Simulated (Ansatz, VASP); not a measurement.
## Zn in VASP and in Ansatz

```xyz
1
Lattice="2.7276 0.0000 0.0000 0.0000 2.7276 0.0000 0.0000 0.0000 2.7276" Properties=species:S:1:pos:R:3 pbc="T T T"
Zn    0.0000    0.0000    0.0000
```

Alike in both runs: functional BLYP; k mesh 12 × 12 × 12; occupations fermi-dirac, width 0.1 eV; no spin polarisation.

Ansatz relaxed the structure, and its values are those at the end. VASP's run is a single point on that final structure, the one shown.

```csv
,VASP,Ansatz
version,VASP 6.6.1,Ansatz 0.2.0
potentials or method,"VASP PAW PBE potentials, release 64 (Zn), cutoff 520 eV","plane waves (420 eV) with PAW, scalar-relativistic"
valence electrons in the cell,12,12
```

Ansatz gave:

| Quantity | Value |
| --- | --- |
| pressure (GPa) | 0.0 |

Question: What did VASP give for the same quantities?

Answer: Pressure (GPa): 0.1.

VASP's potentials were made for PBE, not for BLYP. The functional is the same, so the differences come from potentials, cutoffs and numerics.
